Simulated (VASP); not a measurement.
# MnS (F-43m) in VASP: elastic constants with LDA

Aim: the elastic constants of MnS with LDA.

Everything below comes from runs of VASP 6.6.1. Logs are shortened: lines on timing, memory, paths and dates and some standing lists are left out, and cuts for length are marked.

## 1. The cell of the first run

It takes space group F-43m (No. 216, cubic). The conventional cell has a = 4.869 Å, b = 4.869 Å, c = 4.869 Å, α = 90.00°, β = 90.00°, γ = 90.00°. Within 2.8 Å of Mn (site symmetry -43m) lie 4 S at 2.11 Å. Within 2.8 Å of S (site symmetry -43m) lie 4 Mn at 2.11 Å.

## 2. Elastic constants, LDA

INCAR reads:

```
SYSTEM = MnS
ALGO = Normal ; EDIFF = 1E-8
ENCUT = 600 ; GGA = CA
IBRION = 6 ; ISIF = 3
ISMEAR = 0 ; LASPH = .TRUE.
LCHARG = .FALSE. ; LREAL = .FALSE.
LWAVE = .FALSE. ; NBANDS = 16
NELM = 60 ; NFREE = 2
NSW = 1 ; POTIM = 0.015
PREC = Accurate ; SIGMA = 0.2
```

KPOINTS reads:

```
k-points
0
G
  14 14 14
  0 0 0
```

POSCAR reads:

```
MnS
1.0
    0.0000000000      2.4344847600      2.4344847600
    2.4344847600      0.0000000000      2.4344847600
    2.4344847600      2.4344847600      0.0000000000
Mn S
1 1
Direct
    0.0000000000      0.0000000000      0.0000000000
    0.7500000000      0.7500000000      0.7500000000
```

Potentials or basis: VASP PAW LDA potentials, release 64 (Mn_pv, S).

Run with:

```bash
$ cat potpaw_LDA.64/Mn_pv/POTCAR potpaw_LDA.64/S/POTCAR > POTCAR
$ mpirun -np 1 vasp_std > vasp.out
```

OUTCAR:

```text
SYSTEM = MnS
   EDIFF = 1E-8
   ENCUT = 600
   GGA = CA
   IBRION = 6
   ISIF = 3
   ISMEAR = 0
   LASPH = .TRUE.
   LREAL = .FALSE.
   NELM = 60
   NFREE = 2
   NSW = 1
   POTIM = 0.015
   PREC = Accurate

 ion  position               nearest neighbor table
   1  0.000  0.000  0.000-   2 2.11   2 2.11   2 2.11   2 2.11
   2  0.750  0.750  0.750-   1 2.11   1 2.11   1 2.11   1 2.11

  LATTYP: Found a face centered cubic cell.
 ALAT       =     4.8689695200

  Lattice vectors:

 A1 = (   0.0000000000,   2.4344847600,   2.4344847600)
 A2 = (   2.4344847600,   0.0000000000,   2.4344847600)
 A3 = (   2.4344847600,   2.4344847600,   0.0000000000)

Analysis of symmetry for initial positions (statically):
=====================================================================
 Subroutine PRICEL returns:
 Original cell was already a primitive cell.

 Routine SETGRP: Setting up the symmetry group for a
 face centered cubic supercell.

 Subroutine GETGRP returns: Found 24 space group operations
 (whereof 24 operations were pure point group operations)
 out of a pool of 48 trial point group operations.

The static configuration has the point symmetry T_d .

Analysis of symmetry for dynamics (positions and initial velocities):
=====================================================================
 Subroutine PRICEL returns:
 Original cell was already a primitive cell.

 Routine SETGRP: Setting up the symmetry group for a
 face centered cubic supercell.

 Subroutine GETGRP returns: Found 24 space group operations
 (whereof 24 operations were pure point group operations)
 out of a pool of 48 trial point group operations.

The dynamic configuration has the point symmetry T_d .

 Subroutine INISYM returns: Found 24 space group operations
 (whereof 24 operations are pure point group operations),
 and found     1 'primitive' translations

----------------------------------------------------------------------------------------

                                     Primitive cell

  volume of cell :      28.8570

  direct lattice vectors                    reciprocal lattice vectors
     0.000000000  2.434484760  2.434484760    -0.205382267  0.205382267  0.205382267
     2.434484760  0.000000000  2.434484760     0.205382267 -0.205382267  0.205382267
     2.434484760  2.434484760  0.000000000     0.205382267  0.205382267 -0.205382267

  length of vectors
     3.442881365  3.442881365  3.442881365     0.355732522  0.355732522  0.355732522

  position of ions in fractional coordinates (direct lattice)
     0.000000000  0.000000000  0.000000000
     0.750000000  0.750000000  0.750000000

  ion indices of the primitive-cell ions
   primitive index   ion index
                 1           1
                 2           2

----------------------------------------------------------------------------------------

 KPOINTS: k-points

Automatic generation of k-mesh.
 Grid dimensions read from file:
 generate k-points for:   14   14   14

 Generating k-lattice:

[... 93 lines left out ...]
 non-spin polarized calculation
 Gauss-broadening in eV      SIGMA  =   0.20
  energy-cutoff  :      600.00
  volume of cell :       28.86
 maximum number of plane-waves:       982
   NGX = 13   NGY = 13   NGZ = 13

--------------------------------------- Ionic step        1  -------------------------------------------

 number of electron      19.0000005 magnetization

 Free energy of the ion-electron system (eV)
  ---------------------------------------------------
  ext. energy  EPLUGINS =         0.00000000
  ---------------------------------------------------
  free energy    TOTEN  =       -15.61450417 eV

  energy without entropy =      -15.56877100  energy(sigma->0) =      -15.59163758

------------------------ aborting loop because EDIFF is reached ----------------------------------------

  FORCE on cell =-STRESS in cart. coord.  units (eV):
  Direction    XX          YY          ZZ          XY          YZ          ZX
  --------------------------------------------------------------------------------------
  -------------------------------------------------------------------------------------
  Total        0.0433246      0.0433246      0.0433246      0.0000000      0.0000000     -0.0000000
  in kB        2.4054362      2.4054362      2.4054362      0.0000000      0.0000000     -0.0000000
  external PRESSURE =       2.4054362 kB  Pullay stress =       0.0000000 kB
[... 89 lines left out ...]
  FREE ENERGIE OF THE ION-ELECTRON SYSTEM (eV)
  ---------------------------------------------------
  free  energy   TOTEN  =       -15.6104030331 eV

  energy  without entropy=      -15.5658334679  energy(sigma->0) =      -15.58811825

[... ionic steps 4 to 14 ...]

--------------------------------------- Ionic step       15  -------------------------------------------

 number of electron      19.0000001 magnetization

------------------------ aborting loop because EDIFF is reached ----------------------------------------
[... 67 lines left out ...]
--------------------------------------- Ionic step       17  -------------------------------------------

 number of electron      19.0000006 magnetization

 Free energy of the ion-electron system (eV)
  ---------------------------------------------------
  ext. energy  EPLUGINS =         0.00000000
  ---------------------------------------------------
  free energy    TOTEN  =       -15.61269998 eV

  energy without entropy =      -15.56696574  energy(sigma->0) =      -15.58983286

 E-fermi :   7.7739     XC(G=0): -11.7890

 val. band max:        7.7737888398   @ k =   0.3571   0.5000   0.2857
 cond. band min:       7.7891315443   @ k =   0.0714  -0.2857   0.2857
 fundamental gap:      0.0153427045
 Fermi energy:         7.7738506253

 k-point     1 :       0.0000    0.0000    0.0000
  band No.  band energies     occupation
      1     -39.5287      2.00000
      2     -39.5174      2.00000
      3     -39.5067      2.00000
      4      -7.6627      2.00000
      5       2.8974      2.00000
      6       2.9261      2.00000
[... 433 lines left out ...]
      3     -39.5176      2.00000
      4      -6.9024      2.00000
      5       1.8766      2.00000
      6       3.0880      2.00000
[... 8 lines left out ...]
     15      16.8136      0.00000
     16      17.5724      0.00000

 [... further k-points ...]
[... 5 lines left out ...]
  --------------------------------------------------------------------------------------
  -------------------------------------------------------------------------------------
  Total        0.0485960      0.0504230      0.0504230      0.0000000     -0.2450230      0.0000000
  in kB        2.6981114      2.7995480      2.7995480      0.0000000    -13.6039880      0.0000000
  external PRESSURE =       2.7657358 kB  Pullay stress =       0.0000000 kB
[... 17 lines left out ...]
  FREE ENERGIE OF THE ION-ELECTRON SYSTEM (eV)
  ---------------------------------------------------
  free  energy   TOTEN  =       -15.6126999784 eV

  energy  without entropy=      -15.5669657412  energy(sigma->0) =      -15.58983286

 INTERNAL STRAIN TENSORS FROM STRAINED CELLS
 ============================================

 INTERNAL STRAIN TENSOR FOR ION    1 for displacements in x,y,z  (eV/Angst):
          X           Y           Z          XY          YZ          ZX
  --------------------------------------------------------------------------------
  x    -0.00000    -0.00000     0.00000     0.00000   -16.31665     0.00000
  y    -0.00000     0.00000     0.00000     0.00000    -0.00000   -16.31649
  z    -0.00000     0.00000     0.00000   -16.31681    -0.00000     0.00000

 INTERNAL STRAIN TENSORS FROM DISPLACED ATOMS
 ============================================

 INTERNAL STRAIN TENSOR FOR ION    1 for displacements in x,y,z  (eV/Angst):
          X           Y           Z          XY          YZ          ZX
  --------------------------------------------------------------------------------
  x     0.00000    -0.00000     0.00000     0.00000   -16.31673     0.00000
  y    -0.00000     0.00000     0.00000     0.00000     0.00000   -16.31673
  z     0.00000    -0.00000     0.00000   -16.31673     0.00000     0.00000

 INTERNAL STRAIN TENSOR FOR ION    2 for displacements in x,y,z  (eV/Angst):
          X           Y           Z          XY          YZ          ZX
  --------------------------------------------------------------------------------
  x     0.00000     0.00000    -0.00000     0.00000    16.32026     0.00000
  y     0.00000     0.00000    -0.00000     0.00000     0.00000    16.32026
  z    -0.00000     0.00000     0.00000    16.32026     0.00000     0.00000

 Eigenvectors and eigenvalues of the dynamical matrix
 ----------------------------------------------------

   1 f  =   13.912581 THz    87.415327 2PiTHz  464.073765 cm-1    57.537788 meV
             X         Y         Z           dx          dy          dz
      0.000000  0.000000  0.000000    -0.607265    0.000000    0.000000
      3.651727  3.651727  3.651727     0.794500    0.000000    0.000000
[... 21 lines left out ...]
   6 f/i=    0.003063 THz     0.019247 2PiTHz    0.102179 cm-1     0.012669 meV
             X         Y         Z           dx          dy          dz
      0.000000  0.000000  0.000000     0.000000   -0.219668   -0.763528
      3.651727  3.651727  3.651727     0.000000   -0.167900   -0.583592

--------------------------------------------------------------------------------------------------------

 ELASTIC MODULI CONTR FROM IONIC RELAXATION (kBar)
 Direction    XX          YY          ZZ          XY          YZ          ZX
 --------------------------------------------------------------------------------
 XX          -0.0000     -0.0000      0.0000      0.0000     -0.0000     -0.0000
 YY          -0.0000     -0.0000      0.0000     -0.0000     -0.0000     -0.0000
 ZZ           0.0000      0.0000     -0.0000     -0.0000      0.0000      0.0000
 XY           0.0000     -0.0000     -0.0000   -921.8810      0.0000      0.0000
 YZ          -0.0000     -0.0000      0.0000      0.0000   -921.8810      0.0000
 ZX          -0.0000     -0.0000      0.0000      0.0000      0.0000   -921.8810
 --------------------------------------------------------------------------------

 TOTAL ELASTIC MODULI (kBar)
 Direction    XX          YY          ZZ          XY          YZ          ZX
 --------------------------------------------------------------------------------
 XX        1659.9872   1620.0016   1620.0016      0.0000     -0.0000     -0.0000
 YY        1620.0016   1659.9872   1620.0016     -0.0000     -0.0000     -0.0000
 ZZ        1620.0016   1620.0016   1659.9872     -0.0000      0.0000      0.0000
 XY           0.0000     -0.0000     -0.0000    281.6351      0.0000      0.0000
 YZ          -0.0000     -0.0000      0.0000      0.0000    281.6351      0.0000
 ZX          -0.0000     -0.0000      0.0000      0.0000      0.0000    281.6351
 --------------------------------------------------------------------------------
```

Run time: 23 min. Hardware: 1 thread of Intel Xeon 6975P-C (Granite Rapids), shared host; peak memory 0.72 GiB.

Results:

* Elastic constants C11, C12, C44: 166, 162, 28 GPa
* Voigt bulk modulus: 163 GPa
* Highest phonon frequency at Γ, LO-TO splitting left out: 464 cm⁻¹

Phonon frequencies in cm⁻¹ (negative: imaginary):
| q point | frequencies |
| --- | --- |
| (0.000, 0.000, 0.000) | 0 0 0 464 464 464 |

Elastic tensor in Voigt notation (GPa, in the Cartesian axes of the cell as first typed):
```
166 162 162   0   0   0
162 166 162   0   0   0
162 162 166   0   0   0
  0   0   0  28   0   0
  0   0   0   0  28   0
  0   0   0   0   0  28
```

Clamped-ion elastic tensor (GPa):
```
166 162 162   0   0   0
162 166 162   0   0   0
162 162 166   0   0   0
  0   0   0 120   0   0
  0   0   0   0 120   0
  0   0   0   0   0 120
```

Caveat: the run has no spin polarisation, though such a crystal can be magnetic.
